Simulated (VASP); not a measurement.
Write the native input for VASP 6.6.1 that does the following.

```
Task                   : single point
Functional             : r2SCAN
Potentials or basis    : VASP PAW PBE potentials, release 64 (Be)
Cutoff                 : 520 eV
k mesh                 : 8 × 8 × 8
Occupations            : fermi-dirac, width 0.05 eV
Spin                   : no spin polarisation
Dipole correction      : no
Further INCAR settings : ALGO = Normal; EDIFF = 1e-06; NBANDS = 7
```

Be:

```
Be
1.0
    -1.25312    1.25312    1.25312
     1.25312   -1.25312    1.25312
     1.25312    1.25312   -1.25312
Be
1
Direct
  0.00000 0.00000 0.00000
```

These files were run (other wordings do the same):

POSCAR

```
Be
1.0
   -1.2531209513      1.2531209513      1.2531209513
    1.2531209513     -1.2531209513      1.2531209513
    1.2531209513      1.2531209513     -1.2531209513
Be
1
Direct
    0.0000000000      0.0000000000      0.0000000000
```

INCAR.step1

```
SYSTEM = Be
ALGO = Normal ; EDIFF = 1E-4
ENCUT = 520 ; GGA = PE
ISMEAR = -1 ; LASPH = .True.
LCHARG = .False. ; LREAL = .False.
LWAVE = .True. ; NBANDS = 7
NELM = 80 ; PREC = Accurate
SIGMA = 0.05
```

INCAR.step2

```
SYSTEM = Be
ALGO = Normal ; EDIFF = 1E-6
ENCUT = 520 ; ISIF = 2
ISMEAR = -1 ; ISTART = 1
LASPH = .True. ; LCHARG = .False.
LMIXTAU = .True. ; LREAL = .False.
LWAVE = .False. ; METAGGA = R2SCAN
NBANDS = 7 ; NELM = 80
PREC = Accurate ; SIGMA = 0.05
```

KPOINTS

```
k-points
0
Gamma
  8 8 8
  0 0 0
```

Potentials or basis: VASP PAW PBE potentials, release 64 (Be).

Command:

```bash
$ cat potpaw_PBE.64/Be/POTCAR > POTCAR
$ cp INCAR.step1 INCAR
$ mpirun -np 1 vasp_std > vasp.out
$ cp INCAR.step2 INCAR
$ mpirun -np 1 vasp_std > vasp.out
```

Results of the run:

```json
{
 "Pressure": "-0.6 GPa",
 "Band gap on the k mesh": "zero (band 1 reaches 12.44 eV, above the bottom of band 2 at 7.09 eV)"
}
```

Caveat: the k points lie up to 0.44 Å⁻¹ apart; the PAW data sets were made with another functional, which shifts forces and pressure a little.

Wall time 4.3 s on 1 thread of Intel(R) Xeon(R) Platinum 8259CL CPU @ 2.50GHz (Skylake/Cascade Lake) (shared host), peak memory 0.11 GiB.
